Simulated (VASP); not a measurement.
## PtS2: single point with PBE+D3(BJ)

Slab: PtS2, a slab with vacuum.

```
S Pt
1.0
     3.54153    0.00000    0.00000
    -1.77076    3.06705    0.00000
     0.00000    0.00000   22.46707
S Pt
4 2
Direct
  0.66667 0.33333 0.20029
  0.33333 0.66667 0.31083
  0.33333 0.16667 0.45505
  0.00000 0.50000 0.56559
  0.00000 0.00000 0.25556
  0.66667 0.83333 0.51032
```

```yaml
Program: VASP 6.6.1
Task: single point
Functional: PBE
Dispersion: D3(BJ)
Potentials_or_basis: VASP PAW PBE potentials, release 64 (S, Pt)
Cutoff: 520 eV
k_mesh: 9 × 9 × 1
Occupations: gaussian, width 0.05 eV
Spin: no spin polarisation
```

```json
{
 "Largest force": "0.090 eV/Å",
 "Band gap on the k mesh": "1.35 eV, indirect (least direct gap 1.46 eV)",
 "Dispersion energy per atom": "-0.321 eV"
}
```

Forces in eV/Å, atoms in the order of the input:
```
S   -0.006 -0.003  0.035
S   -0.016 -0.009 -0.016
S    0.016  0.009  0.016
S    0.006  0.003 -0.035
Pt   0.017  0.010  0.088
Pt  -0.017 -0.010 -0.088
```

Levels at points of the mesh, in eV from the valence-band top:
```
           k point  band 19  band 20  band 21  band 22  band 23  band 24  band 25  band 26
(0.00, 0.00, 0.00)    -0.57    -0.55    -0.52    -0.46     2.85     2.90     2.94     2.99
```

Run time: 3 min on 1 thread of Intel(R) Xeon(R) Platinum 8559C (Emerald Rapids), with other jobs on the host, peak memory 0.43 GiB.

Caveat: spin-orbit coupling is left out, which moves the levels of the heavy elements.
